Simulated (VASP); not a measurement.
# NaCl (I4/mmm) in VASP: further runs, part 2 of 2

VASP 6.6.1.

## Step 3: Single point, r2SCAN

This run uses another cell than the first one, of the same volume but with other edges.

POSCAR

```
NaCl
1.0
    0.0000000000      3.0762623834      2.3994846590
    3.0762623834      0.0000000000      2.3994846590
    3.0762623834      3.0762623834      0.0000000000
Na Cl
1 1
Direct
    0.0000000000      0.0000000000      0.0000000000
    0.5000000000      0.5000000000      0.5000000000
```

INCAR.step1

```
PREC = Accurate
ENCUT = 520
ISMEAR = 0
SIGMA = 0.05
LREAL = False
LASPH = True
NELM = 80
NBANDS = 14
GGA = PE
ALGO = Normal
EDIFF = 1E-4
LWAVE = True
LCHARG = False
```

INCAR.step2

```
PREC = Accurate
ENCUT = 520
EDIFF = 1E-6
ISMEAR = 0
SIGMA = 0.05
LREAL = False
LASPH = True
NELM = 80
ALGO = Normal
ISIF = 2
LWAVE = False
LCHARG = False
METAGGA = R2SCAN
LMIXTAU = True
NBANDS = 14
ISTART = 1
```

KPOINTS

```
regular mesh
0
Gamma
  8 8 8
```

Potentials or basis: VASP PAW PBE potentials, release 64 (Na_pv, Cl).

Command:

```
$ cat potpaw_PBE.64/Na_pv/POTCAR potpaw_PBE.64/Cl/POTCAR > POTCAR
$ cp INCAR.step1 INCAR
$ mpirun -np 1 vasp_std > vasp.out
$ cp INCAR.step2 INCAR
$ mpirun -np 1 vasp_std > vasp.out
```

OUTCAR:

```text
PREC = Accurate
   ENCUT = 520
   EDIFF = 1E-6
   ISMEAR = 0
   LREAL = False
   LASPH = True
   NELM = 80
   ISIF = 2
   METAGGA = R2SCAN
   ISTART = 1

 ion  position               nearest neighbor table
   1  0.000  0.000  0.000-   2 2.40   2 2.40
   2  0.500  0.500  0.500-   1 2.40   1 2.40

  LATTYP: Found a body centered tetragonal cell.
 ALAT       =     4.3504919840
 C/A-ratio  =     1.1030865786

  Lattice vectors:

 A1 = (   0.0000000000,  -3.0762623834,  -2.3994846590)
 A2 = (   0.0000000000,   3.0762623834,  -2.3994846590)
 A3 = (   3.0762623834,   0.0000000000,   2.3994846590)

Analysis of symmetry for initial positions (statically):
=====================================================================
 Subroutine PRICEL returns:
 Original cell was already a primitive cell.

 Routine SETGRP: Setting up the symmetry group for a
 body centered tetragonal supercell.

 Subroutine GETGRP returns: Found 16 space group operations
 (whereof 16 operations were pure point group operations)
 out of a pool of 16 trial point group operations.

The static configuration has the point symmetry D_4h.

Analysis of symmetry for dynamics (positions and initial velocities):
=====================================================================
 Subroutine PRICEL returns:
 Original cell was already a primitive cell.

 Routine SETGRP: Setting up the symmetry group for a
 body centered tetragonal supercell.

 Subroutine GETGRP returns: Found 16 space group operations
 (whereof 16 operations were pure point group operations)
 out of a pool of 16 trial point group operations.

The dynamic configuration has the point symmetry D_4h.

 Subroutine INISYM returns: Found 16 space group operations
 (whereof 16 operations are pure point group operations),
 and found     1 'primitive' translations

----------------------------------------------------------------------------------------

                                     Primitive cell

  volume of cell :      45.4145

  direct lattice vectors                    reciprocal lattice vectors
     0.000000000  3.076262383  2.399484659    -0.162534900  0.162534900  0.208378077
     3.076262383  0.000000000  2.399484659     0.162534900 -0.162534900  0.208378077
     3.076262383  3.076262383  0.000000000     0.162534900  0.162534900 -0.208378077

  length of vectors
     3.901399349  3.901399349  4.350491984     0.310252495  0.310252495  0.310252495

  position of ions in fractional coordinates (direct lattice)
     0.000000000  0.000000000  0.000000000
     0.500000000  0.500000000  0.500000000

  ion indices of the primitive-cell ions
   primitive index   ion index
                 1           1
                 2           2

----------------------------------------------------------------------------------------

 KPOINTS: regular mesh

Automatic generation of k-mesh.
 Grid dimensions read from file:
 generate k-points for:    8    8    8

 Generating k-lattice:

  Cartesian coordinates                     Fractional coordinates (reciprocal lattice)
    -0.020316863  0.020316863  0.026047260     0.125000000  0.000000000  0.000000000
     0.020316863 -0.020316863  0.026047260     0.000000000  0.125000000  0.000000000
     0.020316863  0.020316863 -0.026047260     0.000000000  0.000000000  0.125000000

  Length of vectors
     0.038781562  0.038781562  0.038781562

  Shift w.r.t. Gamma in fractional coordinates (k-lattice)
     0.000000000  0.000000000  0.000000000

 Subroutine IBZKPT returns following result:
 ===========================================

 Found     59 irreducible k-points:

 Following reciprocal coordinates:
            Coordinates               Weight
  0.000000  0.000000  0.000000      1.000000
  0.125000  0.000000  0.000000      8.000000
  0.250000  0.000000  0.000000      8.000000
  0.375000  0.000000  0.000000      8.000000
  0.500000  0.000000  0.000000      4.000000
  0.125000  0.125000  0.000000      2.000000
[... 16 lines left out ...]
  0.250000  0.000000  0.125000     16.000000
  0.375000  0.000000  0.125000     16.000000
 [... further k-points ...]
   k-points           NKPTS =     59   k-points in BZ     NKDIM =     59   number of bands    NBANDS=     14
   number of dos      NEDOS =    301   number of ions     NIONS =      2
   total plane-waves  NPLWV =  28800
   dimension x,y,z NGX =    30 NGY =   30 NGZ =   32
   dimension x,y,z NGXF=    60 NGYF=   60 NGZF=   64
   ions per type =               1   1
   NGX,Y,Z   is equivalent  to a cutoff of  12.78, 12.78, 12.23 a.u.
   NGXF,Y,Z  is equivalent  to a cutoff of  25.57, 25.57, 24.46 a.u.
 SYSTEM =  unknown system
   PREC   = accura    normal or accurate (medium, high low for compatibility)
   ISTART =      1    job   : 0-new  1-cont  2-samecut
   ICHARG =      0    charge: 1-file 2-atom 10-const
   ISPIN  =      1    spin polarized calculation?
   LNONCOLLINEAR =      F non collinear calculations
   LSORBIT =      F    spin-orbit coupling
   LASPH  =      T    aspherical Exc in radial PAW
   ENCUT  =  520.0 eV  38.22 Ry    6.18 a.u.   7.25  7.25  8.09*2*pi/ulx,y,z
   NELM   =     80;   NELMIN=  2; NELMDL=  0     # of ELM steps
   EDIFF  = 0.1E-05   stopping-criterion for ELM
   LREAL  =      F    real-space projection
[... 7 lines left out ...]
   TEBEG  =    0.0;   TEEND  =   0.0 temperature during run
   PSTRESS=    0.0 pullay stress
   NELECT =      14.0000    total number of electrons
   NUPDOWN=      -1.0000    fix difference up-down
   EMIN   =  10.00;   EMAX   =-10.00  energy-range for DOS
   EFERMI =   0.00;   METHOD = LEGACY
   ISMEAR =     0;   SIGMA  =   0.05  broadening in eV -4-tet -1-fermi 0-gaus
   EFERMI_NEDOS =   21; number of points for ismear=-14 and -15
   IALGO  =     38    algorithm
   IMIX   =      4    mixing-type and parameters
     AMIX     =   0.40;   BMIX     =  1.00
     AMIX_MAG =   1.60;   BMIX_MAG =  1.00
  volume/ion in A,a.u.               =      22.71       153.24
  Fermi-wavevector in a.u.,A,eV,Ry     =   1.105909  2.089864 16.640388  1.223034
  Thomas-Fermi vector in A             =   2.242402
   LORBIT       =      0    0 simple, 1 ext, 2 COOP (PROOUT), +10 PAW based schemes
   METAGGA = R2SCAN    functional components
   LHFCALC =     F    Hartree Fock is set to
   AEXX    =    0.0000 exact exchange contribution
   IVDW    =     0    specifies the selected vdW correction
   LEPSILON=     F    determine dielectric tensor
   LRPA    =     F    only Hartree local field effects (RPA)
 non-spin polarized calculation
 Gauss-broadening in eV      SIGMA  =   0.05
  energy-cutoff  :      520.00
  volume of cell :       45.41
 maximum number of plane-waves:      1246
 NGX is ok and might be reduce to    30

 number of electron      14.0000006 magnetization

 Free energy of the ion-electron system (eV)
  ---------------------------------------------------
  ext. energy  EPLUGINS =         0.00000000
  ---------------------------------------------------
  free energy    TOTEN  =       -13.42644690 eV

  energy without entropy =      -13.42644690  energy(sigma->0) =      -13.42644690

 E-fermi :  -0.9839     XC(G=0):  -8.5072

 val. band max:       -1.2150364955   @ k =   0.0000   0.0000   0.0000
 cond. band min:       4.5427784220   @ k =   0.0000   0.0000   0.0000
 fundamental gap:      5.7578149174
 Fermi energy:        -0.9838761330

 k-point     1 :       0.0000    0.0000    0.0000
  band No.  band energies     occupation
      1     -22.6753      2.00000
      2     -22.6632      2.00000
      3     -22.6630      2.00000
      4     -14.5221      2.00000
      5      -1.4220      2.00000
      6      -1.2150      2.00000
      7      -1.2150      2.00000
      8       4.5428      0.00000
      9      10.2427      0.00000
     10      10.2432      0.00000
     11      11.2055      0.00000
     12      12.0160      0.00000
     13      14.1374      0.00000
     14      14.7926      0.00000
[... 375 lines left out ...]
 k-point    24 :       0.3750    0.0000    0.1250
  band No.  band energies     occupation
      1     -22.6989      2.00000
      2     -22.6693      2.00000
      3     -22.6662      2.00000
      4     -14.2441      2.00000
      5      -2.6827      2.00000
      6      -1.6955      2.00000
      7      -1.5029      2.00000
      8       6.7348      0.00000
      9       9.2927      0.00000
     10       9.5846      0.00000
     11      12.1061      0.00000
     12      13.2365      0.00000
     13      14.2693      0.00000
     14      16.1512      0.00000

 [... further k-points ...]

------------------------ aborting loop because EDIFF is reached ----------------------------------------

  FORCE on cell =-STRESS in cart. coord.  units (eV):
  Direction    XX          YY          ZZ          XY          YZ          ZX
  --------------------------------------------------------------------------------------
  -------------------------------------------------------------------------------------
  Total       -0.6787392     -0.6787392      4.8071651      0.0000000      0.0000000      0.0000000
  in kB      -23.9452165    -23.9452165    169.5918198      0.0000000      0.0000000      0.0000000
  external PRESSURE =      40.5671289 kB  Pullay stress =       0.0000000 kB

 VOLUME and BASIS-vectors are now :
 -----------------------------------------------------------------------------
  energy-cutoff  :      520.00
  volume of cell :       45.41
      direct lattice vectors                 reciprocal lattice vectors
     0.000000000  3.076262383  2.399484659    -0.162534900  0.162534900  0.208378077
     3.076262383  0.000000000  2.399484659     0.162534900 -0.162534900  0.208378077
     3.076262383  3.076262383  0.000000000     0.162534900  0.162534900 -0.208378077

 POSITION                                       TOTAL-FORCE (eV/Angst)
 -----------------------------------------------------------------------------------
      0.00000      0.00000      0.00000         0.000000      0.000000      0.000000
      3.07626      3.07626      2.39948         0.000000      0.000000     -0.000000
 -----------------------------------------------------------------------------------
    total drift:                                0.000000      0.000000      0.000000

  FREE ENERGIE OF THE ION-ELECTRON SYSTEM (eV)
  ---------------------------------------------------
  free  energy   TOTEN  =       -13.4264468980 eV

  energy  without entropy=      -13.4264468980  energy(sigma->0) =      -13.42644690
```

OSZICAR.step1:

```text
N       E                     dE             d eps       ncg     rms          rms(c)
DAV:   1     0.102352346949E+03    0.10235E+03   -0.69371E+03  1658   0.992E+02
DAV:   2     0.149514551816E+01   -0.10086E+03   -0.92619E+02  1884   0.270E+02
DAV:   3    -0.655342011202E+01   -0.80486E+01   -0.80095E+01  2132   0.719E+01
DAV:   4    -0.667903425060E+01   -0.12561E+00   -0.12558E+00  1906   0.978E+00
DAV:   5    -0.668188195506E+01   -0.28477E-02   -0.28475E-02  2260   0.148E+00    0.235E+00
DAV:   6    -0.643662463190E+01    0.24526E+00   -0.40071E-01  2120   0.371E+00    0.174E+00
DAV:   7    -0.641829596513E+01    0.18329E-01   -0.10379E-01  2216   0.193E+00    0.118E+00
DAV:   8    -0.642530493931E+01   -0.70090E-02   -0.10973E-02  1796   0.893E-01    0.261E-01
DAV:   9    -0.642522238160E+01    0.82558E-04   -0.30799E-04  2168   0.152E-01
   1 F= -.64252224E+01 E0= -.64252224E+01  d E =-.824878E-21
```

It took 2.8 min on 1 thread of Intel Xeon Platinum 8375C at 2.90GHz (Ice Lake), shared host; peak memory 0.18 GiB.

What came out:

```yaml
Free_energy: -13.4264 eV
Pressure: 4.1 GPa
Band_gap_on_the_k_mesh: 5.76 eV
```

Stress tensor (GPa, compression positive):
```
-2.39  0.00  0.00
 0.00 -2.39  0.00
 0.00  0.00 16.96
```

Caveat: the cell stands under pressure; the PAW data sets were made with another functional, which shifts forces and pressure a little.
